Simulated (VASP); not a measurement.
Here is a VASP 6.6.1 calculation.

File INCAR:

```
AGGAC = 1.0
AGGAX = 1.0
ALDAC = 0.0
ALDAX = 1.0
ALGO = Normal
EDIFF = 1E-7
ENCUT = 520
GGA = B5
ISIF = 2
ISMEAR = 0
LASPH = True
LCHARG = True
LELF = True
LREAL = False
LVHAR = True
LWAVE = False
NBANDS = 20
NELM = 100
PREC = Accurate
SIGMA = 0.01
```

Contents of KPOINTS:

```
k-points
0
Gamma
  12 12 4
```

Contents of POSCAR:

```
Al2O3
1.0
    3.0174825400      0.0000000000      0.0000000000
   -1.5087412700      2.6132165400      0.0000000000
    0.0000000000      0.0000000000      7.5746360000
Al O
2 3
Direct
    0.0000000000      0.0000000000      0.2779510000
    0.0000000000      0.0000000000      0.7220490000
    0.3333333333      0.6666666667      0.1994540000
    0.6666666667      0.3333333333      0.8005460000
    0.0000000000      0.0000000000      0.5000000000
```

Potentials or basis: VASP PAW PBE potentials, release 64 (Al, O).

Run with:

```bash
$ cat potpaw_PBE.64/Al/POTCAR potpaw_PBE.64/O/POTCAR > POTCAR
$ mpirun -np 1 vasp_std > vasp.out
```

(1) What does it give for the largest force?

(2) What does it give for the band gap on the k mesh?

(3) Predict the pressure.

Results:

(1) 0.140 eV/Å.

(2) 2.46 eV, direct.

(3) 2.0 GPa.

Caveat: the PAW data sets were made with another functional, which shifts forces and pressure a little.
